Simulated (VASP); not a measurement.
**BiTe: electric field gradients with PBE**

The system is BiTe.

```xyz
2
Lattice="0.0000 3.2133 3.2133 3.2133 0.0000 3.2133 3.2133 3.2133 0.0000" Properties=species:S:1:pos:R:3 pbc="T T T"
Bi    0.0000    0.0000    0.0000
Te    3.2133    3.2133    3.2133
```

This cell differs from its parent crystal: volume scaled by 0.98.

```
Program                : VASP 6.6.1
Task                   : electric field gradients
Functional             : PBE
Potentials or basis    : VASP PAW PBE potentials, release 64 (Bi_d, Te)
Cutoff                 : 520 eV
k mesh                 : 10 × 10 × 10
Occupations            : fermi-dirac, width 0.08 eV
Spin                   : no spin polarisation
Dipole correction      : no
Further INCAR settings : ALGO = Normal; EDIFF = 1e-08; NBANDS = 18
```

```
Pressure : 1.8 GPa
```

Levels at points of the mesh, in eV from the Fermi level:
```
           k point  band 6  band 7  band 8  band 9  band 10  band 11  band 12  band 13  band 14  band 15
(0.00, 0.00, 0.00)  -13.67   -8.06   -2.61   -2.61    -2.61     2.19     2.19     2.19     4.63     4.63
(0.50, 0.00, 0.00)  -11.66  -11.33   -1.97   -1.97    -1.60    -0.83    -0.66    -0.66     7.36     7.82
(0.50, 0.50, 0.00)  -11.85   -9.97   -5.81   -4.12    -4.12     2.16     3.68     3.68     5.10     8.71
```

Wall time 97 s on 1 thread of AMD EPYC 7R43 64-Core Processor (Zen 3) (shared host), peak memory 0.19 GiB.

Caveat: without QUAD_EFG the Cq values of the log hold for a quadrupole moment of 1 mb, not for the nuclei; spin-orbit coupling is left out, which moves the levels of the heavy elements.
